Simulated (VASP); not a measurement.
# SF (Immm) in VASP: further runs

SF is run at these levels: PBE; tasks: single point, relaxation of cell and atoms.

All numbers are computed with VASP 6.6.1; they aren't measurements. Logs are shortened: lines on timing, memory, paths and dates and some standing lists are left out, and cuts for length are marked.

## Step 1: The cell of the first run

The structure is orthorhombic, space group Immm (No. 71). Conventional cell: a = 2.923 Å, b = 5.434 Å, c = 7.219 Å, α = 90.00°, β = 90.00°, γ = 90.00°. S (site symmetry m2m) has 1 S at 1.89 Å and 2 F at 2.20 Å within 2.5 Å. Within 2.9 Å of F (site symmetry mm2) lie 6 S at 2.20 to 2.81 Å.

## Step 2: Single point, PBE

Input file INCAR:

```
SYSTEM = SF
  ALGO = Normal
  EDIFF = 1E-6
  ENCUT = 520
  GGA = PE
  ISIF = 2
  ISMEAR = -1
  LASPH = .TRUE.
  LCHARG = .FALSE.
  LREAL = .FALSE.
  LWAVE = .FALSE.
  NBANDS = 21
  NELM = 80
  PREC = Accurate
  SIGMA = 0.1
```

Input file KPOINTS:

```
k-points
0
G
  6 6 6
  0 0 0
```

Input file POSCAR:

```
SF
1.0
   -1.4614344416      2.7172096802      3.6092509629
    2.9228688832      0.0000000000      0.0000000000
    1.4614344416      2.7172096802     -3.6092509629
S F
2 2
Direct
    0.1743460597      0.0000000000      0.1743460597
    0.8256539403      0.0000000000      0.8256539403
    0.2753039079      0.2753039079      0.7246960921
    0.7246960921      0.7246960921      0.2753039079
```

Potentials or basis: VASP PAW PBE potentials, release 64 (S, F).

Run with:

```bash
> cat potpaw_PBE.64/S/POTCAR potpaw_PBE.64/F/POTCAR > POTCAR
> mpirun -np 1 vasp_std > vasp.out
```

OUTCAR:

```text
SYSTEM = SF
   EDIFF = 1E-6
   ENCUT = 520
   GGA = PE
   ISIF = 2
   ISMEAR = -1
   LASPH = .TRUE.
   LREAL = .FALSE.
   NELM = 80
   PREC = Accurate

 ion  position               nearest neighbor table
   1  0.174  0.000  0.174-   2 1.89   3 2.20   4 2.20
   2  0.826  0.000  0.826-   1 1.89   3 2.20   4 2.20
   3  0.275  0.275  0.725-   1 2.20   2 2.20
   4  0.725  0.725  0.275-   1 2.20   2 2.20

  LATTYP: Found a body centered orthorhombic cell.
 ALAT       =     2.9228688832
 B/A-ratio  =     1.8592757929
 C/A-ratio  =     2.4696632707

  Lattice vectors:

 A1 = (  -1.4614344416,   2.7172096802,   3.6092509629)
 A2 = (   1.4614344416,  -2.7172096802,   3.6092509629)
 A3 = (   1.4614344416,   2.7172096802,  -3.6092509629)

Analysis of symmetry for initial positions (statically):
=====================================================================
 Subroutine PRICEL returns:
 Original cell was already a primitive cell.

 Routine SETGRP: Setting up the symmetry group for a
 body centered orthorhombic supercell.

 Subroutine GETGRP returns: Found  8 space group operations
 (whereof  8 operations were pure point group operations)
 out of a pool of  8 trial point group operations.

The static configuration has the point symmetry D_2h.

Analysis of symmetry for dynamics (positions and initial velocities):
=====================================================================
 Subroutine PRICEL returns:
 Original cell was already a primitive cell.

 Routine SETGRP: Setting up the symmetry group for a
 body centered orthorhombic supercell.

 Subroutine GETGRP returns: Found  8 space group operations
 (whereof  8 operations were pure point group operations)
 out of a pool of  8 trial point group operations.

The dynamic configuration has the point symmetry D_2h.

 Subroutine INISYM returns: Found  8 space group operations
 (whereof  8 operations are pure point group operations),
 and found     1 'primitive' translations

----------------------------------------------------------------------------------------

                                     Primitive cell

  volume of cell :      57.3297

  direct lattice vectors                    reciprocal lattice vectors
    -1.461434442  2.717209680  3.609250963     0.000000000  0.184012299  0.138532899
     2.922868883  0.000000000  0.000000000     0.342129613  0.000000000  0.138532899
     1.461434442  2.717209680 -3.609250963     0.000000000  0.184012299 -0.138532899

  length of vectors
     4.748232470  2.922868883  4.748232470     0.230329960  0.369112498  0.230329960

  position of ions in fractional coordinates (direct lattice)
     0.174346060  0.000000000  0.174346060
     0.825653940  0.000000000  0.825653940
     0.275303908  0.275303908  0.724696092
     0.724696092  0.724696092  0.275303908

  ion indices of the primitive-cell ions
   primitive index   ion index
                 1           1
                 2           2
                 3           3
                 4           4

----------------------------------------------------------------------------------------

 KPOINTS: k-points

Automatic generation of k-mesh.
 Grid dimensions read from file:
 generate k-points for:    6    6    6

 Generating k-lattice:

  Cartesian coordinates                     Fractional coordinates (reciprocal lattice)
     0.000000000  0.030668716  0.023088817     0.166666667  0.000000000  0.000000000
     0.057021602  0.000000000  0.023088817     0.000000000  0.166666667  0.000000000
     0.000000000  0.030668716 -0.023088817     0.000000000  0.000000000  0.166666667

  Length of vectors
     0.038388327  0.061518750  0.038388327

  Shift w.r.t. Gamma in fractional coordinates (k-lattice)
     0.000000000  0.000000000  0.000000000

 Subroutine IBZKPT returns following result:
 ===========================================

 Found     46 irreducible k-points:

 Following reciprocal coordinates:
            Coordinates               Weight
  0.000000  0.000000  0.000000      1.000000
  0.166667  0.000000 -0.000000      4.000000
  0.333333  0.000000 -0.000000      4.000000
  0.500000  0.000000 -0.000000      2.000000
 -0.000000  0.166667  0.000000      4.000000
  0.166667  0.166667 -0.000000      8.000000
[... 16 lines left out ...]
  0.500000  0.000000  0.166667      4.000000
 -0.333333  0.000000  0.166667      4.000000
 [... further k-points ...]
   k-points           NKPTS =     46   k-points in BZ     NKDIM =     46   number of bands    NBANDS=     21
   number of dos      NEDOS =    301   number of ions     NIONS =      4
   total plane-waves  NPLWV =  31104
   dimension x,y,z NGX =    36 NGY =   24 NGZ =   36
   dimension x,y,z NGXF=    72 NGYF=   48 NGZF=   72
   ions per type =               2   2
   NGX,Y,Z   is equivalent  to a cutoff of  12.60, 13.65, 12.60 a.u.
   NGXF,Y,Z  is equivalent  to a cutoff of  25.21, 27.30, 25.21 a.u.
 SYSTEM =  SF
[... 81 lines left out ...]
     21      15.7566      0.00000

 k-point     3 :       0.3333    0.0000   -0.0000
  band No.  band energies     occupation
      1     -19.3070      2.00000
      2     -19.0344      2.00000
      3     -13.0607      2.00000
      4      -8.1088      2.00000
      5      -3.4461      2.00000
      6      -2.5492      2.00000
[... 13 lines left out ...]
     20      15.1808      0.00000
     21      16.2326      0.00000

 k-point     4 :       0.5000    0.0000   -0.0000
  band No.  band energies     occupation
      1     -19.2191      2.00000
      2     -19.1088      2.00000
      3     -13.1128      2.00000
      4      -8.2172      2.00000
      5      -3.2939      2.00000
      6      -2.5566      2.00000
[... 13 lines left out ...]
     20      14.8335      0.00000
     21      15.9805      0.00000

 k-point     5 :      -0.0000    0.1667    0.0000
  band No.  band energies     occupation
      1     -19.3557      2.00000
      2     -18.9208      2.00000
      3     -12.7538      2.00000
      4      -7.5098      2.00000
      5      -3.5522      2.00000
      6      -2.9299      2.00000
[... 13 lines left out ...]
     20      14.2012      0.00000
     21      15.3482      0.00000

 k-point     6 :       0.1667    0.1667   -0.0000
  band No.  band energies     occupation
      1     -19.2985      2.00000
      2     -18.9579      2.00000
      3     -12.8356      2.00000
      4      -7.7015      2.00000
      5      -3.5300      2.00000
      6      -2.4936      2.00000
[... 13 lines left out ...]
     20      14.2527      0.00000
     21      15.8484      0.00000

 k-point     7 :       0.3333    0.1667   -0.0000
  band No.  band energies     occupation
      1     -19.2041      2.00000
      2     -19.0319      2.00000
      3     -12.9134      2.00000
      4      -7.9212      2.00000
      5      -3.2867      2.00000
      6      -2.3546      2.00000
[... 13 lines left out ...]
     20      14.6175      0.00000
     21      15.6997      0.00000
[... 291 lines left out ...]
      1     -19.0553      2.00000
      2     -18.9003      2.00000
      3     -12.1658      2.00000
      4      -7.0475      2.00000
      5      -3.3163      2.00000
      6      -2.5927      2.00000
[... 13 lines left out ...]
     20      15.5663      0.00000
     21      15.7585      0.00000

 k-point    21 :       0.1667    0.0000    0.1667
  band No.  band energies     occupation
      1     -19.3538      2.00000
      2     -18.9998      2.00000
      3     -13.0108      2.00000
      4      -8.0355      2.00000
      5      -3.3299      2.00000
      6      -2.6149      2.00000
[... 13 lines left out ...]
     20      15.1212      0.00000
     21      16.4969      0.00000

 k-point    22 :       0.3333    0.0000    0.1667
  band No.  band energies     occupation
      1     -19.2536      2.00000
      2     -19.0716      2.00000
      3     -13.1247      2.00000
      4      -8.2068      2.00000
      5      -3.1937      2.00000
      6      -2.3262      2.00000
[... 13 lines left out ...]
     20      14.9234      0.00000
     21      15.8477      0.00000

 k-point    23 :       0.5000    0.0000    0.1667
  band No.  band energies     occupation
      1     -19.2107      2.00000
      2     -19.0998      2.00000
      3     -13.1816      2.00000
      4      -8.2303      2.00000
      5      -3.2914      2.00000
      6      -2.2685      2.00000
[... 13 lines left out ...]
     20      15.2699      0.00000
     21      16.2647      0.00000

 k-point    24 :      -0.3333    0.0000    0.1667
  band No.  band energies     occupation
      1     -19.3081      2.00000
      2     -19.0162      2.00000
      3     -13.1275      2.00000
      4      -8.0820      2.00000
      5      -3.6351      2.00000
      6      -2.1985      2.00000
[... 13 lines left out ...]
     20      15.3523      0.00000
     21      15.6685      0.00000

 [... further k-points ...]

------------------------ aborting loop because EDIFF is reached ----------------------------------------

  FORCE on cell =-STRESS in cart. coord.  units (eV):
  Direction    XX          YY          ZZ          XY          YZ          ZX
  --------------------------------------------------------------------------------------
  -------------------------------------------------------------------------------------
  Total        1.6749622      1.2032746      1.6795674     -0.0000000      0.0000000      0.0000000
  in kB       46.8097198     33.6275907     46.9384187     -0.0000000      0.0000000      0.0000000
  external PRESSURE =      42.4585764 kB  Pullay stress =       0.0000000 kB

 VOLUME and BASIS-vectors are now :
 -----------------------------------------------------------------------------
  energy-cutoff  :      520.00
  volume of cell :       57.33
      direct lattice vectors                 reciprocal lattice vectors
    -1.461434442  2.717209680  3.609250963     0.000000000  0.184012299  0.138532899
     2.922868883  0.000000000  0.000000000     0.342129613  0.000000000  0.138532899
     1.461434442  2.717209680 -3.609250963     0.000000000  0.184012299 -0.138532899

 POSITION                                       TOTAL-FORCE (eV/Angst)
 -----------------------------------------------------------------------------------
      0.00000      0.94747      0.00000         0.000000     -0.248295     -0.000000
      0.00000      4.48695      0.00000         0.000000      0.248295     -0.000000
      1.46143      2.71721     -1.62197         0.000000     -0.000000     -0.000176
      1.46143      2.71721      1.62197        -0.000000     -0.000000      0.000176
 -----------------------------------------------------------------------------------
    total drift:                                0.000000      0.000000     -0.000000

  FREE ENERGIE OF THE ION-ELECTRON SYSTEM (eV)
  ---------------------------------------------------
  free  energy   TOTEN  =       -12.7791199870 eV

  energy  without entropy=      -12.7146546440  energy(sigma->0) =      -12.74688732
```

It took 20 s on 1 thread of Intel Xeon 6975P-C (Granite Rapids), shared host; peak memory 0.19 GiB.

What came out:

```
Free energy            : -12.7791 eV
Pressure               : 4.2 GPa
Largest force          : 0.248 eV/Å
Band gap on the k mesh : zero (band 13 reaches 4.03 eV, above the bottom of band 14 at 3.17 eV)
```

Forces on the atoms (eV/Å):
```
S    0.000 -0.248  0.000
S    0.000  0.248  0.000
F    0.000  0.000  0.000
F    0.000  0.000  0.000
```

Levels at points of the mesh, in eV from the Fermi level:
| k point | band 10 | band 11 | band 12 | band 13 | band 14 | band 15 | band 16 | band 17 |
| --- | --- | --- | --- | --- | --- | --- | --- | --- |
| (0.00, 0.00, 0.00) | -2.90 | -2.77 | -1.13 | 0.58 | 1.52 | 2.22 | 5.22 | 6.79 |
| (0.50, 0.00, 0.00) | -3.17 | -2.94 | -0.84 | -0.54 | 0.57 | 2.26 | 3.36 | 7.12 |
| (0.00, 0.50, 0.00) | -3.44 | -3.41 | -3.03 | -2.01 | 0.06 | 1.15 | 5.86 | 7.33 |
| (0.50, 0.50, 0.00) | -3.67 | -3.57 | -3.11 | -1.90 | 0.14 | 1.18 | 4.20 | 7.99 |
| (0.50, 0.00, 0.50) | -3.29 | -2.74 | -1.38 | -0.56 | -0.20 | 2.36 | 4.89 | 6.39 |

Caveat: the k points lie up to 0.39 Å⁻¹ apart.

## Step 3: Relaxation of cell and atoms, PBE, target pressure 5 GPa, at which the enthalpy is minimised

This run uses another cell than the first one, of 16.02 Å³/atom, 1.118 times its volume.

Input file INCAR:

```
SYSTEM = SF
PREC     = Accurate       ! precision mode
ENCUT    = 600            ! plane-wave cutoff, eV
EDIFF    = 1E-6           ! SCF threshold, eV
ISMEAR   = -1             ! smearing method
SIGMA    = 0.1            ! smearing width, eV
LREAL    = .False.        ! projectors in reciprocal space
LASPH    = .True.         ! aspherical terms in the spheres
NELM     = 60             ! most SCF steps
ALGO     = Normal         ! electronic algorithm
ISIF     = 3              ! what is computed and relaxed
LWAVE    = .False.        ! write WAVECAR
LCHARG   = .False.        ! write CHGCAR
GGA      = PE             ! functional
IBRION   = 2              ! ionic algorithm
NSW      = 80             ! ionic steps
EDIFFG   = -0.03          ! ionic threshold
PSTRESS  = 50.0
```

Input file KPOINTS:

```
Automatic mesh
0
Gamma
  6 6 6
  0 0 0
```

Input file POSCAR:

```
SF
1.0
   -1.8362280000      3.1936430000      2.7318250000
    3.6724560000      0.0000000000      0.0000000000
    1.8362280000      3.1936430000     -2.7318250000
S F
2 2
Direct
    0.2500000000      0.0000000000      0.2500000000
    0.7500000000      0.0000000000      0.7500000000
    0.3800000000      0.3800000000      0.6200000000
    0.6200000000      0.6200000000      0.3800000000
```

Potentials or basis: VASP PAW PBE potentials, release 64 (S, F).

Run with:

```bash
> cat potpaw_PBE.64/S/POTCAR potpaw_PBE.64/F/POTCAR > POTCAR
> mpirun -np 1 vasp_std > vasp.out
```

It took 10 min on 1 thread of Intel Xeon 6975P-C (Granite Rapids), shared host; peak memory 0.22 GiB.

Results (log left out):

```
Free energy                                            : -12.7253 eV
Relaxed volume                                         : 14.26 Å³/atom
Relaxed cell                                           : a = 4.695 Å, b = 2.919 Å, c = 4.695 Å, α = 71.89°, β = 105.55°, γ = 108.11°
Space group after relaxing (to 0.05 Å)                 : Immm (No. 71)
Energy change on relaxing (the enthalpy is what falls) : -1943.5 meV/atom
Ionic steps                                            : 35
Pressure after relaxing                                : 4.9 GPa
Largest force after relaxing                           : 0.020 eV/Å
Band gap on the k mesh                                 : zero (band 13 reaches 4.08 eV, above the bottom of band 14 at 3.35 eV)
```

Forces on the atoms (eV/Å):
```
S    0.000  0.020  0.000
S    0.000 -0.020  0.000
F    0.000  0.000  0.004
F    0.000  0.000 -0.004
```

Stress tensor (GPa, compression positive):
```
4.96 0.00 0.00
0.00 4.76 0.00
0.00 0.00 4.88
```

Step by step:
```
step  energy change (eV)  largest force (eV/Å)  pressure (GPa)  volume (Å³)
   1              0.0000                8.7121           18.25        64.08
   2             -3.5168                1.5025           -7.22        77.09
   3             -3.5713                1.4613           -7.41        77.88
   4             -3.6711                1.4059           -7.64        79.47
   5             -4.4433                0.7712            5.11        64.60
   6             -4.4511                0.6924            4.63        64.84
   7             -4.9978                3.1722            5.05        63.01
   8             -7.1638                0.6730           11.14        56.78
   9             -6.9586                3.8444           20.45        54.83
  10             -7.1661                0.6556           13.38        56.17
  11             -7.3290                1.3343           11.68        56.99
  12             -7.4046                2.2993           10.48        57.78
  13             -7.5783                0.7953            0.49        59.84
  14             -7.5735                0.1831            2.62        59.35
  15             -7.5787                0.2125            2.87        58.88
  16             -7.5859                0.3236            3.70        57.47
  17             -7.5524                0.5356            6.00        54.63
  18             -7.5760                0.3601            7.15        54.62
  19             -7.5767                0.5818            7.45        54.62
  20             -7.5925                0.5457            6.96        54.79
  21             -7.6318                0.4375            5.61        55.28
  22             -7.6720                0.4122            3.52        56.18
  23             -7.6959                0.3937            3.28        56.22
  24             -7.7126                0.5712            3.11        56.23
  25             -7.7204                0.1209            5.75        55.74
  26             -7.7183                0.1869            6.28        55.66
  27             -7.7317                0.0289            5.96        55.90
  28             -7.7434                0.1654            5.62        56.21
  29             -7.7568                0.0582            5.61        56.56
  30             -7.7614                0.1070            5.63        56.69
  31             -7.7741                0.0449            4.81        57.08
  32             -7.7726                0.0259            4.90        57.03
  33             -7.7740                0.0342            4.91        57.07
  34             -7.7742                0.0436            4.92        57.07
  35             -7.7738                0.0204            4.87        57.06
```

Final structure:
```
S F
1.0
    -1.45927    2.84020    3.44162
     2.91853    0.00000    0.00000
     1.45927    2.84020   -3.44162
S F
2 2
Direct
  0.16600 0.00000 0.16600
  0.83400 0.00000 0.83400
  0.28714 0.28714 0.71286
  0.71286 0.71286 0.28714
```

Levels at points of the mesh, in eV from the Fermi level:
```csv
k point,band 11,band 12,band 13,band 14,band 15,band 16
"(0.00, 0.00, 0.00)",-2.97,-1.15,0.54,1.38,2.18,5.07
"(0.50, 0.00, 0.00)",-3.06,-0.88,-0.60,0.47,2.31,3.79
"(0.00, 0.50, 0.00)",-3.39,-2.94,-1.99,0.02,1.08,5.63
"(0.50, 0.50, 0.00)",-3.78,-3.10,-2.03,0.20,1.23,4.61
"(0.50, 0.00, 0.50)",-2.85,-1.18,-0.60,-0.07,2.38,4.64
```

Caveat: the cell is relaxed towards a set pressure, so the enthalpy falls and the energy may rise.
